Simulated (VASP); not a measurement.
Write the native input for VASP 6.6.1 that does the following.

```
Task                    : density of states
Functional              : PBEsol
Potentials or basis     : VASP PAW PBE potentials, release 64 (Pd)
Cutoff                  : 520 eV
k mesh                  : 19 × 19 × 19
Occupations             : fermi-dirac, width 0.05 eV
Spin                    : no spin polarisation
Dipole correction       : no
k mesh for the DOS      : 29 × 29 × 29
Occupations for the DOS : tetrahedron
Further INCAR settings  : ALGO = Normal; EDIFF = 1e-06
```

Pd:

```
Pd
1.0
     0.00000    1.67031    1.67031
     1.67031    0.00000    1.67031
     1.67031    1.67031    0.00000
Pd
1
Direct
  0.00000 0.00000 0.00000
```

This cell differs from its parent crystal: volume scaled by 0.64.

These files were run (other wordings do the same):

POSCAR

```
Pd
1.0
    0.0000000000      1.6703067476      1.6703067476
    1.6703067476      0.0000000000      1.6703067476
    1.6703067476      1.6703067476      0.0000000000
Pd
1
Direct
    0.0000000000      0.0000000000      0.0000000000
```

INCAR.step1

```
  ALGO = Normal
  EDIFF = 1E-6
  ENCUT = 520
  GGA = PS
  ISIF = 2
  ISMEAR = -1
  LASPH = True
  LCHARG = True
  LMAXMIX = 4
  LREAL = False
  LWAVE = False
  NBANDS = 11
  NELM = 100
  PREC = Accurate
  SIGMA = 0.05
```

KPOINTS.step1

```
k-points
0
Gamma
  19 19 19
```

INCAR.step2

```
  ALGO = Normal
  EDIFF = 1E-6
  ENCUT = 520
  GGA = PS
  ICHARG = 11
  ISIF = 2
  ISMEAR = -5
  LASPH = True
  LCHARG = False
  LMAXMIX = 4
  LORBIT = 10
  LREAL = False
  LWAVE = False
  NEDOS = 1001
  NELM = 100
  PREC = Accurate
  SIGMA = 0.05
```

KPOINTS.step2

```
k-points
0
Gamma
  29 29 29
```

Potentials or basis: VASP PAW PBE potentials, release 64 (Pd).

The run is started by

```console
$ cat potpaw_PBE.64/Pd/POTCAR > POTCAR
$ cp INCAR.step1 INCAR
$ cp KPOINTS.step1 KPOINTS
$ mpirun -np 1 vasp_std > vasp.out
$ cp INCAR.step2 INCAR
$ cp KPOINTS.step2 KPOINTS
$ mpirun -np 1 vasp_std > vasp.out
```

Wall time 41 s on 1 thread of AMD EPYC 7R13 Processor (Zen 3), with other jobs on the host, peak memory 0.14 GiB.
